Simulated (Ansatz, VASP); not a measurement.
**W3O: VASP beside Ansatz**

The input INCAR:

```
SYSTEM = W3O
PREC     = Accurate       ! precision mode
ENCUT    = 520            ! plane-wave cutoff, eV
EDIFF    = 1E-6           ! SCF threshold, eV
ISMEAR   = 0              ! smearing method
SIGMA    = 0.15           ! smearing width, eV
LREAL    = .False.        ! projectors in reciprocal space
LASPH    = .True.         ! aspherical terms in the spheres
NELM     = 100            ! most SCF steps
ALGO     = Normal         ! electronic algorithm
ISIF     = 2              ! what is computed and relaxed
LWAVE    = .False.        ! write WAVECAR
LCHARG   = .False.        ! write CHGCAR
GGA      = PS             ! functional
NBANDS   = 58             ! bands
```

KPOINTS

```
Automatic mesh
0
Gamma
  8 8 8
  0 0 0
```

Contents of POSCAR:

```
W3O
1.0
    4.8313496810      0.0905878065      0.0000000000
    0.0905878065      4.8313496810      0.0000000000
    0.0000000000      0.0000000000      4.8313496810
W O
6 2
Direct
    0.5000000000      0.7500000000      0.0000000000
    0.0000000000      0.5000000000      0.7500000000
    0.2500000000      0.0000000000      0.5000000000
    0.5000000000      0.2500000000      0.0000000000
    0.0000000000      0.5000000000      0.2500000000
    0.7500000000      0.0000000000      0.5000000000
    0.5000000000      0.5000000000      0.5000000000
    0.0000000000      0.0000000000      0.0000000000
```

Input for Ansatz:

```yaml
crystal:
  lattice:
    - [4.831349681, 0.0905878065, 0.0]
    - [0.0905878065, 4.831349681, 0.0]
    - [0.0, 0.0, 4.831349681]
  atoms:
    - { symbol: W, position: [0.5, 0.75, 0.0] }
    - { symbol: W, position: [0.0, 0.5, 0.75] }
    - { symbol: W, position: [0.25, 0.0, 0.5] }
    - { symbol: W, position: [0.5, 0.25, 0.0] }
    - { symbol: W, position: [0.0, 0.5, 0.25] }
    - { symbol: W, position: [0.75, 0.0, 0.5] }
    - { symbol: O, position: [0.5, 0.5, 0.5] }
    - { symbol: O, position: [0.0, 0.0, 0.0] }
basis:
  ecutwfc: 420
kpoints:
  mp_grid: { grid: [8, 8, 8] }
hamiltonian:
  xc: pbesol
scf:
  occupations: { method: gaussian, width: 0.15 }
output:
  forces: true
  stress: true
  eigenvalues: true
```

Change from the starting cell: strain +0.0375 x Voigt [0, 0, 0, 0, 0, 1], atoms carried along.

Alike in both runs: task single point; functional PBEsol; k mesh 8 × 8 × 8; occupations gaussian, width 0.15 eV; no spin polarisation.

```csv
,VASP,Ansatz
version,VASP 6.6.1,Ansatz 0.2.0
potentials or method,"VASP PAW PBE potentials, release 64 (W_sv, O), cutoff 520 eV","scalar-relativistic, plane waves, PAW"
valence electrons in the cell,96,96
```

|  | VASP | Ansatz | Ansatz less VASP |
| --- | --- | --- | --- |
| gap on the k mesh at the Fermi level (eV) | none | none | - |
| pressure (GPa) | 1.1 | 0.1 | -1.04 |
| traceless stress, the component that is largest in VASP (GPa) | -0.45 | -0.43 | +0.018 |
| rms of the force components (eV/Å) | 0.126 | 0.126 | -0.0001 |

VASP's potentials were made for PBE, not for PBEsol. Atom by atom the forces differ by 0.000 eV/Å (rms over components). A gap of «none» marks a metal or a gap that the smearing closes.

Neither program's run includes spin-orbit coupling.
